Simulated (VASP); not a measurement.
Set up this calculation in VASP 6.6.1, as the native input.

```yaml
Task: relaxation of shape and atoms at fixed volume
Functional: PBEsol
Potentials_or_basis: VASP PAW PBE potentials, release 64 (Mg, F)
Cutoff: 600 eV
k_mesh: 7 × 7 × 10
Occupations: fermi-dirac, width 0.08 eV
Spin: no spin polarisation
Dipole_correction: no
Further_INCAR_settings: ALGO = Normal; EDIFF = 1e-07; IBRION = 2; EDIFFG = -0.005; NSW = 50; ISIF = 4
```

The structure of MgF2 (rutile type) lies in POSCAR:

```
MgF2
1.0
    4.3066974927      0.0000000000      0.0000000000
    0.0000000000      4.3066974927      0.0000000000
    0.0000000000      0.0000000000      2.8429325023
Mg F
2 4
Direct
    0.0000000000      0.0000000000      0.0000000000
    0.5000000000      0.5000000000      0.5000000000
    0.3033899452      0.3033899452      0.0000000000
    0.6966100548      0.6966100548      0.0000000000
    0.8033899452      0.1966100548      0.5000000000
    0.1966100548      0.8033899452      0.5000000000
```

The input as run:

INCAR

```
ALGO = Normal
EDIFF = 1E-7
EDIFFG = -0.005
ENCUT = 600
GGA = PS
GGA_COMPAT = F
IBRION = 2
ISIF = 4
ISMEAR = -1
LASPH = T
LCHARG = F
LREAL = F
LWAVE = F
NELM = 120
NELMIN = 4
NSW = 50
PREC = Accurate
SIGMA = 0.08
```

KPOINTS

```
k-points
0
Gamma
  7 7 10
```

Potentials or basis: VASP PAW PBE potentials, release 64 (Mg, F).

Command:

```sh
$ cat potpaw_PBE.64/Mg/POTCAR potpaw_PBE.64/F/POTCAR > POTCAR
$ mpirun -np 1 vasp_std > vasp.out
```

It gave:

- Energy gained by relaxing: 3.5 meV/atom
- Ionic steps: 5
- Pressure after relaxing: 35.0 GPa
- Band gap on the k mesh: 8.48 eV

Caveat: the PAW data sets were made with another functional, which shifts forces and pressure a little; an odd mesh through Γ misses points on the zone boundary, where band edges can lie.

Wall time 120 s on 1 thread of Intel(R) Xeon(R) 6975P-C (Granite Rapids), with other jobs on the host, peak memory 0.22 GiB.
